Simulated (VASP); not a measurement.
Si (a cell with a defect): single point with LDA

Si (a cell with a defect):

```
Si
1.0
     0.00000    5.40194   -5.40194
     5.40194    5.40194    0.00000
     5.40194    0.00000   -5.40194
Si
15
Direct
  0.08284 0.13905 0.13905
  0.12349 0.62349 0.12952
  0.63905 0.13905 0.13905
  0.63905 0.58284 0.13905
  0.12349 0.12952 0.62349
  0.12349 0.62349 0.62349
  0.63905 0.13905 0.58284
  0.62952 0.62349 0.62349
  0.25655 0.75655 0.24345
  0.25655 0.24345 0.24345
  0.74345 0.75655 0.24345
  0.25000 0.75000 0.75000
  0.25655 0.24345 0.75655
  0.74345 0.75655 0.75655
  0.74345 0.24345 0.75655
```

```json
{
 "Program": "VASP 6.6.1",
 "Task": "single point",
 "Functional": "LDA",
 "Potentials or basis": "VASP PAW LDA potentials, release 64 (Si)",
 "Cutoff": "520 eV",
 "k mesh": "3 × 3 × 3",
 "Occupations": "gaussian, width 0.02 eV",
 "Spin": "no spin polarisation",
 "Dipole correction": "no",
 "Charge": "-2",
 "Further INCAR settings": "LREAL = Auto; ALGO = Normal; EDIFF = 1e-06; NBANDS = 43; NELECT = 62.0"
}
```

| Item | Value |
| --- | --- |
| Largest force | 0.021 eV/Å |

Forces on the atoms (eV/Å):
```
Si   0.006 -0.006  0.006
Si  -0.012  0.012  0.012
Si   0.006  0.006 -0.006
Si  -0.006 -0.006 -0.006
Si  -0.012 -0.012 -0.012
Si   0.012  0.012 -0.012
Si  -0.006  0.006  0.006
Si   0.012 -0.012  0.012
Si   0.000 -0.012  0.000
Si   0.012  0.000  0.000
Si   0.000  0.000 -0.012
Si   0.000  0.000  0.000
Si   0.000  0.000  0.012
Si  -0.012  0.000  0.000
Si   0.000  0.012  0.000
```

Levels at points of the mesh, in eV from the Fermi level:
| k point | band 27 | band 28 | band 29 | band 30 | band 31 | band 32 | band 33 | band 34 | band 35 | band 36 |
| --- | --- | --- | --- | --- | --- | --- | --- | --- | --- | --- |
| (0.00, 0.00, 0.00) | -0.96 | -0.96 | -0.96 | -0.10 | -0.10 | 0.01 | 0.01 | 0.01 | 0.24 | 0.83 |

It took 97 s on 1 thread of AMD EPYC 7R43 64-Core Processor (Zen 3), on a shared host, peak memory 0.3 GiB.

Caveat: the cell carries a net charge on a neutralising background, which shifts energy and pressure; the cell is charged against a uniform background, so pressure and absolute levels hang on convention.
